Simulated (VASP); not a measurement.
Write the native input for VASP 6.6.1 that does the following.

```yaml
Task: single point
Functional: PBE
Potentials_or_basis: VASP PAW PBE potentials, release 64 (Sn_d, O)
Cutoff: 520 eV
k_mesh: 10 × 10 × 8
Occupations: gaussian, width 0.05 eV
Spin: no spin polarisation
Dipole_correction: no
Further_INCAR_settings: ALGO = Normal; EDIFF = 1e-06; NBANDS = 28
```

The structure of SnO lies in POSCAR:

```
SnO
1.0
    4.0219683724      0.0000000000      0.0000000000
    0.0000000000      4.0219683724      0.0000000000
    0.0000000000      0.0000000000      5.0679375214
Sn O
2 2
Direct
   -0.0215397020      0.5000000000      0.2286909982
    0.5215397020      0.0000000000      0.7713090018
    0.0022927840      0.0000000000      0.0000000000
    0.4977072160      0.5000000000      0.0000000000
```

This cell differs from its parent crystal: atoms displaced along a vibrational mode, the cell strained.

These files were run (other wordings do the same):

INCAR

```
PREC = Accurate
ENCUT = 520
EDIFF = 1E-6
ISMEAR = 0
SIGMA = 0.05
LREAL = F
LASPH = T
NELM = 60
ALGO = Normal
ISIF = 2
LWAVE = F
LCHARG = T
GGA = PE
LELF = T
LVHAR = T
NBANDS = 28
```

KPOINTS

```
regular mesh
0
Gamma
  10 10 8
```

Potentials or basis: VASP PAW PBE potentials, release 64 (Sn_d, O).

Command:

```bash
$ cat potpaw_PBE.64/Sn_d/POTCAR potpaw_PBE.64/O/POTCAR > POTCAR
$ mpirun -np 1 vasp_std > vasp.out
```

Results of the run:

* Pressure: -5.4 GPa
* Largest force: 0.672 eV/Å
* Band gap on the k mesh: 0.85 eV (least direct gap 1.85 eV)

Caveat: the cell differs from its parent crystal (atoms displaced along a vibrational mode, the cell strained); the cell stands under tension; spin-orbit coupling is left out, which moves the levels of the heavy elements.

It took 8.4 min on 1 thread of Intel(R) Xeon(R) Platinum 8259CL CPU @ 2.50GHz (Skylake/Cascade Lake) (shared host), peak memory 0.53 GiB.
